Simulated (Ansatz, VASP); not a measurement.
## Hf in VASP and in Ansatz

```
Hf
1.0
     3.15350    0.00000    0.00000
    -1.57675    2.73101    0.00000
     0.00000    0.00000    4.98944
Hf
2
Cartesian
  1.5767 0.9103 3.7421
  0.0000 1.8207 1.2474
```

Change from the starting cell: volume scaled by 0.96.

Alike in both runs: task single point; functional LDA; k mesh 10 × 10 × 5; occupations fermi-dirac, width 0.05 eV; no spin polarisation.

|  | VASP | Ansatz |
| --- | --- | --- |
| version | VASP 6.6.1 | Ansatz 0.2.0 |
| potentials or method | VASP PAW LDA potentials, release 64 (Hf_pv), cutoff 520 eV | all-electron LAPW, scalar-relativistic |

Ansatz gave:

| Property | Result |
| --- | --- |
| gap on the k mesh at the Fermi level (eV) | none |
| pressure (GPa) | -3.7 |
| traceless stress, the component that is largest in VASP (GPa) | -0.17 |

Task: What did VASP give for the same quantities?

Result: gap on the k mesh at the Fermi level (eV): none; pressure (GPa): -3.7; traceless stress, the component that is largest in VASP (GPa): -0.19.

LDA's correlation is that of Perdew and Zunger in VASP and of Perdew and Wang (1992) in Ansatz. A gap of «none» marks a metal or a gap that the smearing closes. Ansatz ran all-electron here, and VASP with PAW potentials.

Spin-orbit coupling is off throughout.
